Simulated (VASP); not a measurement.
# AlN (F-43m) in VASP: further runs

Runs on AlN. Level: PBEsol. Tasks: single point, relaxation of the atoms.

Everything below comes from runs of VASP 6.6.1. Logs are shortened: lines on timing, memory, paths and dates and some standing lists are left out, and cuts for length are marked.

## Step 1: The cell of the first run

It takes space group F-43m (No. 216, cubic). Conventional cell: a = 4.380 Å, b = 4.380 Å, c = 4.380 Å, α = 90.00°, β = 90.00°, γ = 90.00°. Al (site symmetry -43m) has 4 N at 1.90 Å within 2.5 Å. N (site symmetry -43m) has 4 Al at 1.90 Å within 2.5 Å.

## Step 2: Single point, PBEsol

Input file INCAR:

```
PREC = Accurate
ENCUT = 600
EDIFF = 1E-6
ISMEAR = 0
SIGMA = 0.02
LREAL = False
LASPH = True
NELM = 120
ALGO = Normal
ISIF = 2
LWAVE = False
LCHARG = False
GGA = PS
NBANDS = 11
GGA_COMPAT = False
```

Input file KPOINTS:

```
regular mesh
0
Gamma
  10 10 10
```

Input file POSCAR:

```
AlN
1.0
    0.0000000000      2.1900000000      2.1900000000
    2.1900000000      0.0000000000      2.1900000000
    2.1900000000      2.1900000000      0.0000000000
Al N
1 1
Direct
    0.0000000000      0.0000000000      0.0000000000
    0.2500000000      0.2500000000      0.2500000000
```

Potentials or basis: VASP PAW PBE potentials, release 64 (Al, N).

Started as:

```console
$ cat potpaw_PBE.64/Al/POTCAR potpaw_PBE.64/N/POTCAR > POTCAR
$ mpirun -np 1 vasp_std > vasp.out
```

OUTCAR:

```text
PREC = Accurate
   ENCUT = 600
   EDIFF = 1E-6
   ISMEAR = 0
   LREAL = False
   LASPH = True
   NELM = 120
   ISIF = 2
   GGA = PS

 ion  position               nearest neighbor table
   1  0.000  0.000  0.000-   2 1.90   2 1.90   2 1.90   2 1.90
   2  0.250  0.250  0.250-   1 1.90   1 1.90   1 1.90   1 1.90

  LATTYP: Found a face centered cubic cell.
 ALAT       =     4.3800000000

  Lattice vectors:

 A1 = (   0.0000000000,   2.1900000000,   2.1900000000)
 A2 = (   2.1900000000,   0.0000000000,   2.1900000000)
 A3 = (   2.1900000000,   2.1900000000,   0.0000000000)

Analysis of symmetry for initial positions (statically):
=====================================================================
 Subroutine PRICEL returns:
 Original cell was already a primitive cell.

 Routine SETGRP: Setting up the symmetry group for a
 face centered cubic supercell.

 Subroutine GETGRP returns: Found 24 space group operations
 (whereof 24 operations were pure point group operations)
 out of a pool of 48 trial point group operations.

The static configuration has the point symmetry T_d .

Analysis of symmetry for dynamics (positions and initial velocities):
=====================================================================
 Subroutine PRICEL returns:
 Original cell was already a primitive cell.

 Routine SETGRP: Setting up the symmetry group for a
 face centered cubic supercell.

 Subroutine GETGRP returns: Found 24 space group operations
 (whereof 24 operations were pure point group operations)
 out of a pool of 48 trial point group operations.

The dynamic configuration has the point symmetry T_d .

 Subroutine INISYM returns: Found 24 space group operations
 (whereof 24 operations are pure point group operations),
 and found     1 'primitive' translations

----------------------------------------------------------------------------------------

                                     Primitive cell

  volume of cell :      21.0069

  direct lattice vectors                    reciprocal lattice vectors
     0.000000000  2.190000000  2.190000000    -0.228310502  0.228310502  0.228310502
     2.190000000  0.000000000  2.190000000     0.228310502 -0.228310502  0.228310502
     2.190000000  2.190000000  0.000000000     0.228310502  0.228310502 -0.228310502

  length of vectors
     3.097127702  3.097127702  3.097127702     0.395445390  0.395445390  0.395445390

[... 87 lines left out ...]
   ISYM   =      2    0-nonsym 1-usesym 2-fastsym
   POTIM  = 0.5000    time-step for ionic-motion
   TEBEG  =    0.0;   TEEND  =   0.0 temperature during run
   PSTRESS=    0.0 pullay stress
   NELECT =       8.0000    total number of electrons
   NUPDOWN=      -1.0000    fix difference up-down
   EMIN   =  10.00;   EMAX   =-10.00  energy-range for DOS
   EFERMI =   0.00;   METHOD = LEGACY
   ISMEAR =     0;   SIGMA  =   0.02  broadening in eV -4-tet -1-fermi 0-gaus
   EFERMI_NEDOS =   21; number of points for ismear=-14 and -15
   IALGO  =     38    algorithm
   IMIX   =      4    mixing-type and parameters
     AMIX     =   0.40;   BMIX     =  1.00
     AMIX_MAG =   1.60;   BMIX_MAG =  1.00
  volume/ion in A,a.u.               =      10.50        70.88
  Fermi-wavevector in a.u.,A,eV,Ry     =   1.186636  2.242416 19.158419  1.408104
  Thomas-Fermi vector in A             =   2.322804
   LORBIT       =      0    0 simple, 1 ext, 2 COOP (PROOUT), +10 PAW based schemes
   GGA     = PS    functional components
   LHFCALC =     F    Hartree Fock is set to
   AEXX    =    0.0000 exact exchange contribution
   IVDW    =     0    specifies the selected vdW correction
   LEPSILON=     F    determine dielectric tensor
   LRPA    =     F    only Hartree local field effects (RPA)
 non-spin polarized calculation
 Gauss-broadening in eV      SIGMA  =   0.02
  energy-cutoff  :      600.00
  volume of cell :       21.01
 maximum number of plane-waves:       725
 NGX is ok and might be reduce to    28
   NGX = 13   NGY = 13   NGZ = 13

 number of electron       7.9999999 magnetization

 Free energy of the ion-electron system (eV)
  ---------------------------------------------------
  ext. energy  EPLUGINS =         0.00000000
  ---------------------------------------------------
  free energy    TOTEN  =       -15.61300422 eV

  energy without entropy =      -15.61300422  energy(sigma->0) =      -15.61300422

 E-fermi :   5.9077     XC(G=0): -11.0933

 val. band max:        5.8004122262   @ k =   0.0000   0.0000   0.0000
 cond. band min:       8.9837201077   @ k =   0.5000   0.5000   0.0000
 fundamental gap:      3.1833078814
 Fermi energy:         5.9077038195

 k-point     1 :       0.0000    0.0000    0.0000
  band No.  band energies     occupation
      1      -9.1105      2.00000
      2       5.8004      2.00000
      3       5.8004      2.00000
      4       5.8004      2.00000
      5       9.8611      0.00000
      6      18.1888      0.00000
      7      18.1888      0.00000
      8      18.1888      0.00000
      9      23.3223      0.00000
     10      23.3223      0.00000
     11      24.6586      0.00000
[... 309 lines left out ...]
 k-point    24 :       0.4000    0.3000    0.0000
  band No.  band energies     occupation
      1      -7.0953      2.00000
      2       1.6360      2.00000
      3       4.0893      2.00000
      4       4.3916      2.00000
      5      10.5820      0.00000
      6      15.1543      0.00000
      7      17.8760      0.00000
      8      20.1981      0.00000
      9      20.6997      0.00000
     10      26.9039      0.00000
     11      29.1213      0.00000

 [... further k-points ...]

------------------------ aborting loop because EDIFF is reached ----------------------------------------

  FORCE on cell =-STRESS in cart. coord.  units (eV):
  Direction    XX          YY          ZZ          XY          YZ          ZX
  --------------------------------------------------------------------------------------
  -------------------------------------------------------------------------------------
  Total       -0.0634036     -0.0634036     -0.0634036      0.0000000      0.0000000     -0.0000000
  in kB       -4.8357293     -4.8357293     -4.8357293      0.0000000      0.0000000     -0.0000000
  external PRESSURE =      -4.8357293 kB  Pullay stress =       0.0000000 kB

 VOLUME and BASIS-vectors are now :
 -----------------------------------------------------------------------------
  energy-cutoff  :      600.00
  volume of cell :       21.01
      direct lattice vectors                 reciprocal lattice vectors
     0.000000000  2.190000000  2.190000000    -0.228310502  0.228310502  0.228310502
     2.190000000  0.000000000  2.190000000     0.228310502 -0.228310502  0.228310502
     2.190000000  2.190000000  0.000000000     0.228310502  0.228310502 -0.228310502

 POSITION                                       TOTAL-FORCE (eV/Angst)
 -----------------------------------------------------------------------------------
      0.00000      0.00000      0.00000         0.000000      0.000000      0.000000
      1.09500      1.09500      1.09500        -0.000000     -0.000000     -0.000000
 -----------------------------------------------------------------------------------
    total drift:                                0.000000      0.000000      0.000000

  FREE ENERGIE OF THE ION-ELECTRON SYSTEM (eV)
  ---------------------------------------------------
  free  energy   TOTEN  =       -15.6130042181 eV

  energy  without entropy=      -15.6130042181  energy(sigma->0) =      -15.61300422
```

stdout:

```text
POSCAR found type information on POSCAR AlN
 POSCAR found :  2 types and       2 ions
 scaLAPACK will be used
 -----------------------------------------------------------------------------
|                                                                             |
|                                                                             |
|     You enforced a specific xc type in the INCAR file but a different       |
|     I HOPE YOU KNOW WHAT YOU ARE DOING!                                     |
|                                                                             |
 -----------------------------------------------------------------------------

 LDA part: xc-table for (Slater+PW92), standard interpolation
 POSCAR, INCAR and KPOINTS ok, starting setup
 FFT: planning ... GRIDC
 FFT: planning ... GRID_SOFT
 FFT: planning ... GRID
 WAVECAR not read
 entering main loop
```

Run time: 28 s. Hardware: 1 thread of Intel Xeon 8259CL, shared host; peak memory 0.12 GiB.

Results:

* Free energy: -15.6130 eV
* Pressure: -0.5 GPa
* Band gap on the k mesh: 3.18 eV (least direct gap 4.06 eV)

Levels at points of the mesh, in eV from the valence-band top:
| k point | band 1 | band 2 | band 3 | band 4 | band 5 | band 6 | band 7 | band 8 |
| --- | --- | --- | --- | --- | --- | --- | --- | --- |
| (0.00, 0.00, 0.00) | -14.91 | 0.00 | 0.00 | 0.00 | 4.06 | 12.39 | 12.39 | 12.39 |
| (0.50, 0.00, 0.00) | -12.85 | -5.88 | -0.48 | -0.48 | 7.21 | 9.71 | 10.98 | 10.98 |
| (0.50, 0.50, 0.00) | -12.21 | -4.92 | -1.78 | -1.78 | 3.18 | 8.43 | 13.76 | 15.52 |

Caveat: the PAW data sets were made with another functional, which shifts forces and pressure a little.

## Step 3: Relaxation of the atoms, PBEsol

Input file INCAR:

```
SYSTEM = AlN
PREC = Accurate
ENCUT = 520
EDIFF = 1E-7
ISMEAR = 0
SIGMA = 0.02
LREAL = .False.
LASPH = .True.
NELM = 120
ALGO = Normal
ISIF = 2
LWAVE = .False.
LCHARG = .False.
GGA = PS
IBRION = 2
NSW = 80
EDIFFG = -0.004
GGA_COMPAT = .False.
NELMIN = 4
```

Input file KPOINTS:

```
regular mesh
0
Gamma
  10 10 10
  0 0 0
```

POSCAR is that of step 2.

Potentials or basis: VASP PAW PBE potentials, release 64 (Al, N).

Started as:

```console
$ cat potpaw_PBE.64/Al/POTCAR potpaw_PBE.64/N/POTCAR > POTCAR
$ mpirun -np 1 vasp_std > vasp.out
```

Run time: 17 s. Hardware: 1 thread of Intel Xeon 8259CL, shared host; peak memory 0.1 GiB.

Results (log left out):

| Quantity | Value |
| --- | --- |
| Free energy | -15.6114 eV |
| Pressure after relaxing | -0.3 GPa |
| Band gap on the k mesh | 3.18 eV (least direct gap 4.06 eV) |

Final structure:
```
Al N
1.0
     0.00000    2.19000    2.19000
     2.19000    0.00000    2.19000
     2.19000    2.19000    0.00000
Al N
1 1
Cartesian
  0.0000 0.0000 0.0000
  1.0950 1.0950 1.0950
```

Levels at points of the mesh, in eV from the valence-band top:
| k point | band 1 | band 2 | band 3 | band 4 | band 5 | band 6 | band 7 | band 8 |
| --- | --- | --- | --- | --- | --- | --- | --- | --- |
| (0.00, 0.00, 0.00) | -14.91 | 0.00 | 0.00 | 0.00 | 4.06 | 12.39 | 12.39 | 12.39 |
| (0.50, 0.00, 0.00) | -12.85 | -5.88 | -0.48 | -0.48 | 7.21 | 9.71 | 10.98 | 10.98 |
| (0.50, 0.50, 0.00) | -12.21 | -4.92 | -1.78 | -1.78 | 3.18 | 8.43 | 13.76 | 15.52 |

Caveat: the relaxation stopped at its first step, so nothing moved; the PAW data sets were made with another functional, which shifts forces and pressure a little. A k mesh can miss the band edges.
